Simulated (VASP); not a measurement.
## Pd: relaxation of cell and atoms with PBEsol

Crystal: Pd.

```
Pd
1.0
    -1.57228    1.57228    1.57228
     1.57228   -1.57228    1.57228
     1.57228    1.57228   -1.57228
Pd
1
Direct
  0.00000 0.00000 0.00000
```

```
Program                : VASP 6.6.1
Task                   : relaxation of cell and atoms
Functional             : PBEsol
Potentials or basis    : VASP PAW PBE potentials, release 64 (Pd)
Cutoff                 : 600 eV
k mesh                 : 12 × 12 × 12
Occupations            : fermi-dirac, width 0.05 eV
Spin                   : no spin polarisation
Target pressure        : 10 GPa
Dipole correction      : no
Further INCAR settings : ALGO = Normal; EDIFF = 1e-06; IBRION = 2; EDIFFG = -0.01; NSW = 60; ISIF = 3
```

```
Relaxed volume                                         : 13.99 Å³/atom
Relaxed cell                                           : a = 2.629 Å, b = 2.629 Å, c = 2.629 Å, α = 109.47°, β = 109.47°, γ = 109.47°
Space group after relaxing (to 0.05 Å)                 : Im-3m (No. 229)
Energy change on relaxing (the enthalpy is what falls) : -12.2 meV/atom
Ionic steps                                            : 5
Pressure after relaxing                                : 10.1 GPa
Band gap on the k mesh                                 : zero (band 5 reaches 11.22 eV, above the bottom of band 6 at 9.36 eV)
```

The path:
```csv
step,energy change (eV),largest force (eV/Å),pressure (GPa),volume (Å³)
1,0.0000,0.0000,-10.29,15.55
2,0.6520,0.0000,90.18,11.52
3,-0.0176,0.0000,8.43,14.09
4,-0.0140,0.0000,9.54,14.02
5,-0.0122,0.0000,10.09,13.99
```

Final structure:
```
Pd
1.0
    -1.51808    1.51808    1.51808
     1.51808   -1.51808    1.51808
     1.51808    1.51808   -1.51808
Pd
1
Direct
  0.00000 0.00000 0.00000
```

Levels at points of the mesh, in eV from the Fermi level:
| k point | band 3 | band 4 | band 5 | band 6 | band 7 | band 8 |
| --- | --- | --- | --- | --- | --- | --- |
| (0.00, 0.00, 0.00) | -3.20 | -3.20 | -1.01 | -1.01 | 19.46 | 19.46 |
| (0.50, 0.00, 0.00) | -1.08 | -0.73 | 0.72 | 1.25 | 8.42 | 15.23 |
| (0.50, 0.50, 0.50) | 0.29 | 0.29 | 0.29 | 9.39 | 9.39 | 9.39 |

Wall time 15 s on 1 thread of Intel(R) Xeon(R) 6975P-C (Granite Rapids), on a shared host, peak memory 0.15 GiB.

Caveat: the cell is relaxed towards a set pressure, so the enthalpy falls and the energy may rise; the PAW data sets were made with another functional, which shifts forces and pressure a little.
